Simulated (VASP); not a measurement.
# Al2BN3 (P4/mmm) in VASP: notebook

Runs on Al2BN3. Level: PBE. Tasks: single point, relaxation of cell and atoms.

Program: VASP 6.6.1. These are calculated values, not measurements. Logs are shortened: lines on timing, memory, paths and dates and some standing lists are left out, and cuts for length are marked.

### Step 1. The cell of the first run

The structure is tetragonal, space group P4/mmm (No. 123). The conventional cell has a = 3.326 Å, b = 3.326 Å, c = 6.186 Å, α = 90.00°, β = 90.00°, γ = 90.00°. Al (site symmetry 4mm) has 5 N at 1.86 to 2.49 Å and 1 Al at 2.47 Å within 2.5 Å. B (site symmetry 4/mmm) has 8 Al at 2.66 Å and 4 B at 3.33 Å and 8 N at 3.51 Å within 3.6 Å. N (site symmetry 4/mmm) has 4 N at 1.66 Å and 2 Al at 1.86 Å within 2.2 Å. N (site symmetry mmm) has 2 N at 1.66 Å within 2.2 Å.

The cell was generated, and may not be a known phase.

### Step 2. Single point, PBE

INCAR reads:

```
SYSTEM = Al2BN3
ALGO = Normal ; EDIFF = 1E-7
ENCUT = 520 ; GGA = PE
ISIF = 2 ; ISMEAR = 0
LASPH = .True. ; LCHARG = .True.
LELF = .True. ; LREAL = .False.
LVHAR = .True. ; LWAVE = .False.
NBANDS = 21 ; NELM = 100
PREC = Accurate ; SIGMA = 0.1
```

KPOINTS reads:

```
k-points
0
Gamma
  6 6 4
  0 0 0
```

POSCAR reads:

```
Al2BN3
1.0
    3.3259909476      0.0000000000      0.0000000000
    0.0000000000      3.3259909476      0.0000000000
    0.0000000000      0.0000000000      6.1860058044
Al B N
2 1 3
Direct
    0.5000000000      0.5000000000      0.1995682601
    0.5000000000      0.5000000000      0.8004317399
    0.0000000000      0.0000000000      0.0000000000
    0.5000000000      0.5000000000      0.5000000000
    0.5000000000      0.0000000000      0.5000000000
    0.0000000000      0.5000000000      0.5000000000
```

Potentials or basis: VASP PAW PBE potentials, release 64 (Al, B, N).

Started as:

```
$ cat potpaw_PBE.64/Al/POTCAR potpaw_PBE.64/B/POTCAR potpaw_PBE.64/N/POTCAR > POTCAR
$ mpirun -np 1 vasp_std > vasp.out
```

OUTCAR:

```text
SYSTEM = Al2BN3
   EDIFF = 1E-7
   ENCUT = 520
   GGA = PE
   ISIF = 2
   ISMEAR = 0
   LASPH = .True.
   LREAL = .False.
   NELM = 100
   PREC = Accurate

 ion  position               nearest neighbor table
   1  0.500  0.500  0.200-   4 1.86   2 2.47   5 2.49   6 2.49   5 2.49   6 2.49   3 2.66   3 2.66
                             3 2.66   3 2.66
   2  0.500  0.500  0.800-   4 1.86   1 2.47   5 2.49   6 2.49   5 2.49   6 2.49   3 2.66   3 2.66
                             3 2.66   3 2.66
   3  0.000  0.000  0.000-   1 2.66   2 2.66   1 2.66   2 2.66   1 2.66   2 2.66   1 2.66   2 2.66

   4  0.500  0.500  0.500-   5 1.66   6 1.66   5 1.66   6 1.66   1 1.86   2 1.86
   5  0.500  0.000  0.500-   4 1.66   4 1.66   1 2.49   1 2.49   2 2.49   2 2.49
   6  0.000  0.500  0.500-   4 1.66   4 1.66   1 2.49   1 2.49   2 2.49   2 2.49

  LATTYP: Found a simple tetragonal cell.
 ALAT       =     3.3259909476
 C/A-ratio  =     1.8598985691

  Lattice vectors:

 A1 = (   3.3259909476,   0.0000000000,   0.0000000000)
 A2 = (   0.0000000000,   3.3259909476,   0.0000000000)
 A3 = (   0.0000000000,   0.0000000000,   6.1860058044)

Analysis of symmetry for initial positions (statically):
=====================================================================
 Subroutine PRICEL returns:
 Original cell was already a primitive cell.

 Routine SETGRP: Setting up the symmetry group for a
 simple tetragonal supercell.

 Subroutine GETGRP returns: Found 16 space group operations
 (whereof 16 operations were pure point group operations)
 out of a pool of 16 trial point group operations.

The static configuration has the point symmetry D_4h.

Analysis of symmetry for dynamics (positions and initial velocities):
=====================================================================
 Subroutine PRICEL returns:
 Original cell was already a primitive cell.

 Routine SETGRP: Setting up the symmetry group for a
 simple tetragonal supercell.

 Subroutine GETGRP returns: Found 16 space group operations
 (whereof 16 operations were pure point group operations)
 out of a pool of 16 trial point group operations.

The dynamic configuration has the point symmetry D_4h.

 Subroutine INISYM returns: Found 16 space group operations
 (whereof 16 operations are pure point group operations),
 and found     1 'primitive' translations

----------------------------------------------------------------------------------------

                                     Primitive cell

  volume of cell :      68.4309

  direct lattice vectors                    reciprocal lattice vectors
     3.325990948  0.000000000  0.000000000     0.300662274  0.000000000  0.000000000
     0.000000000  3.325990948  0.000000000     0.000000000  0.300662274  0.000000000
     0.000000000  0.000000000  6.186005804     0.000000000  0.000000000  0.161655199

  length of vectors
     3.325990948  3.325990948  6.186005804     0.300662274  0.300662274  0.161655199

  position of ions in fractional coordinates (direct lattice)
     0.500000000  0.500000000  0.199568260
     0.500000000  0.500000000  0.800431740
     0.000000000  0.000000000  0.000000000
     0.500000000  0.500000000  0.500000000
     0.500000000  0.000000000  0.500000000
     0.000000000  0.500000000  0.500000000

  ion indices of the primitive-cell ions
   primitive index   ion index
                 1           1
                 2           2
                 3           3
                 4           4
                 5           5
                 6           6

----------------------------------------------------------------------------------------

 KPOINTS: k-points

Automatic generation of k-mesh.
 Grid dimensions read from file:
 generate k-points for:    6    6    4

 Generating k-lattice:

  Cartesian coordinates                     Fractional coordinates (reciprocal lattice)
     0.050110379  0.000000000  0.000000000     0.166666667  0.000000000  0.000000000
     0.000000000  0.050110379  0.000000000     0.000000000  0.166666667  0.000000000
     0.000000000  0.000000000  0.040413800     0.000000000  0.000000000  0.250000000

  Length of vectors
     0.050110379  0.050110379  0.040413800

  Shift w.r.t. Gamma in fractional coordinates (k-lattice)
     0.000000000  0.000000000  0.000000000

 Subroutine IBZKPT returns following result:
 ===========================================

 Found     30 irreducible k-points:

 Following reciprocal coordinates:
            Coordinates               Weight
  0.000000  0.000000  0.000000      1.000000
  0.166667  0.000000  0.000000      4.000000
  0.333333  0.000000  0.000000      4.000000
  0.500000  0.000000  0.000000      2.000000
  0.166667  0.166667  0.000000      4.000000
  0.333333  0.166667  0.000000      8.000000
[... 16 lines left out ...]
  0.333333  0.000000  0.500000      4.000000
  0.500000  0.000000  0.500000      2.000000
 [... further k-points ...]
   k-points           NKPTS =     30   k-points in BZ     NKDIM =     30   number of bands    NBANDS=     21
   number of dos      NEDOS =    301   number of ions     NIONS =      6
   total plane-waves  NPLWV =  37632
   dimension x,y,z NGX =    28 NGY =   28 NGZ =   48
   dimension x,y,z NGXF=    56 NGYF=   56 NGZF=   96
   ions per type =               2   1   3
   NGX,Y,Z   is equivalent  to a cutoff of  14.00, 14.00, 12.90 a.u.
   NGXF,Y,Z  is equivalent  to a cutoff of  27.99, 27.99, 25.80 a.u.
 SYSTEM =  Al2BN3
   PREC   = accura    normal or accurate (medium, high low for compatibility)
   ISTART =      0    job   : 0-new  1-cont  2-samecut
   ICHARG =      2    charge: 1-file 2-atom 10-const
   ISPIN  =      1    spin polarized calculation?
   LNONCOLLINEAR =      F non collinear calculations
   LSORBIT =      F    spin-orbit coupling
   LASPH  =      T    aspherical Exc in radial PAW
   ENCUT  =  520.0 eV  38.22 Ry    6.18 a.u.   6.18  6.18 11.50*2*pi/ulx,y,z
   NELM   =    100;   NELMIN=  2; NELMDL= -5     # of ELM steps
   EDIFF  = 0.1E-06   stopping-criterion for ELM
   LREAL  =      F    real-space projection
   EDIFFG = 0.1E-05   stopping-criterion for IOM
   NSW    =      0    number of steps for IOM
   IBRION =     -1    ionic relax: 0-MD 1-quasi-New 2-CG
   NFREE  =      0    steps in history (QN), initial steepest desc. (CG)
   ISIF   =      2    stress and relaxation
   ISYM   =      2    0-nonsym 1-usesym 2-fastsym
   POTIM  = 0.5000    time-step for ionic-motion
   TEBEG  =    0.0;   TEEND  =   0.0 temperature during run
   PSTRESS=    0.0 pullay stress
   NELECT =      24.0000    total number of electrons
   NUPDOWN=      -1.0000    fix difference up-down
   EMIN   =  10.00;   EMAX   =-10.00  energy-range for DOS
   EFERMI =   0.00;   METHOD = LEGACY
   ISMEAR =     0;   SIGMA  =   0.10  broadening in eV -4-tet -1-fermi 0-gaus
   EFERMI_NEDOS =   21; number of points for ismear=-14 and -15
   IALGO  =     38    algorithm
   IMIX   =      4    mixing-type and parameters
     AMIX     =   0.40;   BMIX     =  1.00
     AMIX_MAG =   1.60;   BMIX_MAG =  1.00
  volume/ion in A,a.u.               =      11.41        76.97
  Fermi-wavevector in a.u.,A,eV,Ry     =   1.154501  2.181691 18.134842  1.332873
  Thomas-Fermi vector in A             =   2.291137
   LORBIT       =      0    0 simple, 1 ext, 2 COOP (PROOUT), +10 PAW based schemes
   GGA     = PE    functional components
   LHFCALC =     F    Hartree Fock is set to
   AEXX    =    0.0000 exact exchange contribution
   IVDW    =     0    specifies the selected vdW correction
   LEPSILON=     F    determine dielectric tensor
   LRPA    =     F    only Hartree local field effects (RPA)
 non-spin polarized calculation
 Gauss-broadening in eV      SIGMA  =   0.10
  energy-cutoff  :      520.00
  volume of cell :       68.43
 maximum number of plane-waves:      1880
 NGX is ok and might be reduce to    28
   NGX = 13   NGY = 13   NGZ = 23

 number of electron      24.0000001 magnetization

 Free energy of the ion-electron system (eV)
  ---------------------------------------------------
  ext. energy  EPLUGINS =         0.00000000
  ---------------------------------------------------
  free energy    TOTEN  =       -27.37362712 eV

  energy without entropy =      -27.35535758  energy(sigma->0) =      -27.36449235

 E-fermi :   5.7981     XC(G=0): -10.6204

 val. band max:        5.7808710414   @ k =   0.3333   0.1667   0.2500
 cond. band min:       5.8120329537   @ k =   0.5000   0.3333   0.5000
 fundamental gap:      0.0311619123
 Fermi energy:         5.7981292264

 k-point     1 :       0.0000    0.0000    0.0000
  band No.  band energies     occupation
      1     -15.3004      2.00000
      2      -5.9524      2.00000
      3      -3.9773      2.00000
      4      -3.9773      2.00000
      5      -3.8337      2.00000
      6      -3.7569      2.00000
[... 13 lines left out ...]
     20      13.2815      0.00000
     21      15.8505      0.00000

 k-point     2 :       0.1667    0.0000    0.0000
  band No.  band energies     occupation
      1     -15.0905      2.00000
      2      -7.3815      2.00000
      3      -4.0321      2.00000
      4      -3.8668      2.00000
      5      -3.5877      2.00000
      6      -3.3474      2.00000
[... 13 lines left out ...]
     20      14.1298      0.00000
     21      14.6144      0.00000

 k-point     3 :       0.3333    0.0000    0.0000
  band No.  band energies     occupation
      1     -14.5620      2.00000
      2      -9.2847      2.00000
      3      -3.8960      2.00000
      4      -3.6272      2.00000
      5      -2.9647      2.00000
      6      -2.3687      2.00000
[... 13 lines left out ...]
     20      12.7904      0.00000
     21      13.1670      0.00000

 k-point     4 :       0.5000    0.0000    0.0000
  band No.  band energies     occupation
      1     -14.1983      2.00000
      2     -10.1435      2.00000
      3      -3.8233      2.00000
      4      -3.4960      2.00000
      5      -2.5285      2.00000
      6      -0.8674      2.00000
[... 13 lines left out ...]
     20      11.6992      0.00000
     21      13.7790      0.00000

 k-point     5 :       0.1667    0.1667    0.0000
  band No.  band energies     occupation
      1     -14.8773      2.00000
      2      -7.7078      2.00000
      3      -6.1669      2.00000
      4      -3.3412      2.00000
      5      -3.0455      2.00000
      6      -1.4130      2.00000
[... 13 lines left out ...]
     20      13.6136      0.00000
     21      14.3896      0.00000

 k-point     6 :       0.3333    0.1667    0.0000
  band No.  band energies     occupation
      1     -14.3379      2.00000
      2      -9.2128      2.00000
      3      -6.5625      2.00000
      4      -2.7159      2.00000
      5      -2.0529      2.00000
      6      -0.5253      2.00000
[... 13 lines left out ...]
     20      12.8428      0.00000
     21      14.2492      0.00000

 k-point     7 :       0.5000    0.1667    0.0000
  band No.  band energies     occupation
      1     -13.9619      2.00000
      2     -10.0564      2.00000
      3      -6.5200      2.00000
      4      -2.2760      2.00000
      5      -0.5843      2.00000
      6      -0.3752      2.00000
[... 13 lines left out ...]
     20      13.2925      0.00000
     21      13.5368      0.00000
[... 291 lines left out ...]
      1     -12.8418      2.00000
      2      -9.7713      2.00000
      3      -9.7713      2.00000
      4      -1.2224      2.00000
      5       0.3168      2.00000
      6       1.5593      2.00000
[... 13 lines left out ...]
     20       9.9968      0.00000
     21      14.2777      0.00000

 k-point    21 :       0.0000    0.0000    0.5000
  band No.  band energies     occupation
      1     -15.2968      2.00000
      2      -5.9517      2.00000
      3      -4.8651      2.00000
      4      -3.9764      2.00000
      5      -3.9764      2.00000
      6      -1.9857      2.00000
[... 13 lines left out ...]
     20      13.7954      0.00000
     21      14.0667      0.00000

 k-point    22 :       0.1667    0.0000    0.5000
  band No.  band energies     occupation
      1     -15.0869      2.00000
      2      -7.3793      2.00000
      3      -4.5573      2.00000
      4      -3.9963      2.00000
      5      -3.8660      2.00000
      6      -1.7664      2.00000
[... 13 lines left out ...]
     20      13.7457      0.00000
     21      14.0717      0.00000

 k-point    23 :       0.3333    0.0000    0.5000
  band No.  band energies     occupation
      1     -14.5589      2.00000
      2      -9.2818      2.00000
      3      -3.8863      2.00000
      4      -3.7015      2.00000
      5      -3.6267      2.00000
      6      -1.2692      2.00000
[... 13 lines left out ...]
     20      13.4616      0.00000
     21      13.7248      0.00000

 k-point    24 :       0.5000    0.0000    0.5000
  band No.  band energies     occupation
      1     -14.1958      2.00000
      2     -10.1403      2.00000
      3      -3.8207      2.00000
      4      -3.4957      2.00000
      5      -2.9224      2.00000
      6      -1.2148      2.00000
[... 13 lines left out ...]
     20      13.6741      0.00000
     21      13.7541      0.00000

 [... further k-points ...]
[... 5 lines left out ...]
  --------------------------------------------------------------------------------------
  -------------------------------------------------------------------------------------
  Total       -0.1902914     -0.1902914     -0.0354538      0.0000000      0.0000000      0.0000000
  in kB       -4.4553024     -4.4553024     -0.8300825      0.0000000      0.0000000      0.0000000
  external PRESSURE =      -3.2468957 kB  Pullay stress =       0.0000000 kB

 VOLUME and BASIS-vectors are now :
 -----------------------------------------------------------------------------
  energy-cutoff  :      520.00
  volume of cell :       68.43
      direct lattice vectors                 reciprocal lattice vectors
     3.325990948  0.000000000  0.000000000     0.300662274  0.000000000  0.000000000
     0.000000000  3.325990948  0.000000000     0.000000000  0.300662274  0.000000000
     0.000000000  0.000000000  6.186005804     0.000000000  0.000000000  0.161655199

 POSITION                                       TOTAL-FORCE (eV/Angst)
 -----------------------------------------------------------------------------------
      1.66300      1.66300      1.23453        -0.000000     -0.000000      0.027238
      1.66300      1.66300      4.95148         0.000000     -0.000000     -0.027238
      0.00000      0.00000      0.00000         0.000000      0.000000      0.000000
      1.66300      1.66300      3.09300         0.000000      0.000000      0.000000
      1.66300      0.00000      3.09300         0.000000      0.000000      0.000000
      0.00000      1.66300      3.09300         0.000000      0.000000      0.000000
 -----------------------------------------------------------------------------------
    total drift:                                0.000000      0.000000      0.000000

  FREE ENERGIE OF THE ION-ELECTRON SYSTEM (eV)
  ---------------------------------------------------
  free  energy   TOTEN  =       -27.3736271210 eV

  energy  without entropy=      -27.3553575801  energy(sigma->0) =      -27.36449235
```

Run time: 29 s. Hardware: 1 thread of AMD EPYC 9R45 (Zen 5), shared host; peak memory 0.17 GiB.

Results:

| Property | Result |
| --- | --- |
| Free energy | -27.3736 eV |
| Pressure | -0.3 GPa |
| Largest force | 0.027 eV/Å |
| Band gap on the k mesh | zero (bands 12 and 13 overlap by 1.77 eV) |

Forces on the atoms (eV/Å):
```
Al   0.000  0.000  0.027
Al   0.000  0.000 -0.027
B    0.000  0.000  0.000
N    0.000  0.000  0.000
N    0.000  0.000  0.000
N    0.000  0.000  0.000
```

Stress tensor (GPa, compression positive):
```
-0.45  0.00  0.00
 0.00 -0.45  0.00
 0.00  0.00 -0.08
```

Levels at points of the mesh, in eV from the Fermi level:
| k point | band 8 | band 9 | band 10 | band 11 | band 12 | band 13 | band 14 | band 15 | band 16 | band 17 |
| --- | --- | --- | --- | --- | --- | --- | --- | --- | --- | --- |
| (0.00, 0.00, 0.00) | -2.61 | -1.03 | 0.09 | 0.09 | 0.85 | 0.85 | 1.07 | 2.21 | 2.83 | 5.72 |
| (0.50, 0.00, 0.00) | -4.37 | -1.45 | -1.33 | -0.35 | 0.41 | 1.75 | 2.20 | 2.24 | 2.35 | 4.69 |
| (0.50, 0.50, 0.00) | -3.47 | -3.32 | -3.32 | -3.08 | 0.11 | 0.46 | 1.66 | 1.66 | 2.40 | 3.98 |
| (0.00, 0.00, 0.50) | -3.90 | -1.08 | 0.16 | 0.16 | 0.24 | 0.67 | 0.67 | 2.58 | 5.78 | 6.34 |
| (0.50, 0.00, 0.50) | -2.95 | -1.87 | -1.44 | -0.81 | -0.26 | -0.02 | 1.88 | 2.21 | 2.29 | 5.50 |
| (0.50, 0.50, 0.50) | -4.41 | -2.53 | -1.74 | -1.74 | 0.11 | 0.98 | 1.61 | 1.61 | 2.40 | 2.74 |

### Step 3. Single point, PBE

This run uses another cell than the first one, of 14.25 Å³/atom.

INCAR reads:

```
ALGO = Normal
EDIFF = 1E-6
ENCUT = 520
GGA = PE
ISIF = 2
ISMEAR = 0
LASPH = True
LCHARG = False
LREAL = False
LWAVE = False
NBANDS = 21
NELM = 100
PREC = Accurate
SIGMA = 0.1
```

KPOINTS reads:

```
k-points
0
Gamma
  6 6 4
```

POSCAR reads:

```
Al2BN3
1.0
    3.7285408700      0.0000000000      0.0000000000
    0.0000000000      3.7285408700      0.0000000000
    0.0000000000      0.0000000000      6.1509970000
Al B N
2 1 3
Direct
    0.5000000000      0.5000000000      0.2013122200
    0.5000000000      0.5000000000      0.7986877800
    0.0000000000      0.0000000000      0.0000000000
    0.5000000000      0.5000000000      0.5000000000
    0.5000000000      0.0000000000      0.5000000000
    0.0000000000      0.5000000000      0.5000000000
```

Potentials or basis: VASP PAW PBE potentials, release 64 (Al, B, N).

Started as:

```
$ cat potpaw_PBE.64/Al/POTCAR potpaw_PBE.64/B/POTCAR potpaw_PBE.64/N/POTCAR > POTCAR
$ mpirun -np 1 vasp_std > vasp.out
```

Wall time 29 s (1 thread of AMD EPYC 9R45 (Zen 5), shared host); peak memory 0.18 GiB.

The run converged. Its results:

* Free energy: -26.3022 eV
* Pressure: -12.5 GPa
* Largest force: 0.902 eV/Å
* Band gap on the k mesh: zero (bands 12 and 13 overlap by 1.04 eV)

Forces on the atoms (eV/Å):
```
Al   0.000  0.000  0.902
Al   0.000  0.000 -0.902
B    0.000  0.000  0.000
N    0.000  0.000  0.000
N    0.000  0.000  0.000
N    0.000  0.000  0.000
```

Stress tensor (GPa, compression positive):
```
-13.62   0.00   0.00
  0.00 -13.62   0.00
  0.00   0.00 -10.13
```

Levels at points of the mesh, in eV from the Fermi level:
```csv
k point,band 9,band 10,band 11,band 12,band 13,band 14,band 15,band 16
"(0.00, 0.00, 0.00)",-0.82,-0.23,-0.06,-0.06,0.47,0.47,0.94,3.97
"(0.50, 0.00, 0.00)",-1.38,-0.90,-0.56,0.77,0.80,0.99,1.61,2.52
"(0.50, 0.50, 0.00)",-2.63,-2.54,-2.54,-0.07,0.11,0.11,0.71,1.55
"(0.00, 0.00, 0.50)",-0.88,-0.35,0.11,0.11,0.14,0.14,0.21,4.63
"(0.50, 0.00, 0.50)",-1.68,-0.87,-0.34,-0.16,0.14,0.85,0.90,1.51
"(0.50, 0.50, 0.50)",-3.01,-0.87,-0.87,-0.07,0.09,0.09,1.24,1.55
```

Caveat: the cell stands under tension.

(Part 1 of 2 ends here.)

The gap in the log of VASP goes by the Fermi energy; the results here count the filled bands.